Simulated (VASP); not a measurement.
Crystal: PtSe2.

```
CELL_PARAMETERS angstrom
3.69901 0.00000 0.00000
-1.84950 3.20343 0.00000
0.00000 0.00000 5.02803
ATOMIC_POSITIONS crystal
Pt 0.00000 0.00000 0.00000
Se 0.66667 0.33333 0.75000
Se 0.33333 0.66667 0.25000
```

Program: VASP 6.6.1. Alike in all runs: task single point; potentials or basis VASP PAW PBE potentials, release 64 (Pt, Se); no spin polarisation; cell as given; k mesh 8 × 8 × 5; cutoff (eV) 520; smearing fermi-dirac 0.05 eV.

Problem. Order these runs on this cell by their pressure, lowest first.
A. level revPBE+D3(BJ)
B. level r2SCAN+rVV10
C. level BLYP+D3(BJ)

Solution. A (4.5 GPa), B (7.1 GPa), C (9.7 GPa).

Caveats: the cell stands under pressure; the PAW data sets were made with another functional, which shifts forces and pressure a little.
